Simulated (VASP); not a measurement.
A run of VASP 6.6.1:

File INCAR:

```
SYSTEM = Re
ALGO = Fast
EDIFF = 1E-6
ENCUT = 520
GGA = PS
ISIF = 2
ISMEAR = -1
LASPH = .TRUE.
LCHARG = .FALSE.
LREAL = .FALSE.
LWAVE = .FALSE.
NBANDS = 14
NELM = 100
PREC = Accurate
SIGMA = 0.05
```

Contents of KPOINTS:

```
k-points
0
G
  11 11 6
  0 0 0
```

Contents of POSCAR:

```
Re
1.0
    2.8149470801      0.0000000000      0.0000000000
   -1.4074735401      2.4378156817      0.0000000000
    0.0000000000      0.0000000000      4.5456378849
Re
2
Direct
    0.6666666667      0.3333333333      0.7500000000
    0.3333333333      0.6666666667      0.2500000000
```

Potentials or basis: VASP PAW PBE potentials, release 64 (Re).

Run with:

```sh
$ cat potpaw_PBE.64/Re/POTCAR > POTCAR
$ mpirun -np 1 vasp_std > vasp.out
```

Hardware: 1 thread of Intel(R) Xeon(R) Platinum 8375C CPU @ 2.90GHz (Ice Lake) (shared host).

Estimate the wall time of this run.

It took 22 s on 1 thread of Intel(R) Xeon(R) Platinum 8375C CPU @ 2.90GHz (Ice Lake), with other jobs on the host, peak memory 0.16 GiB. Counts: scf iterations 13, k points 64.
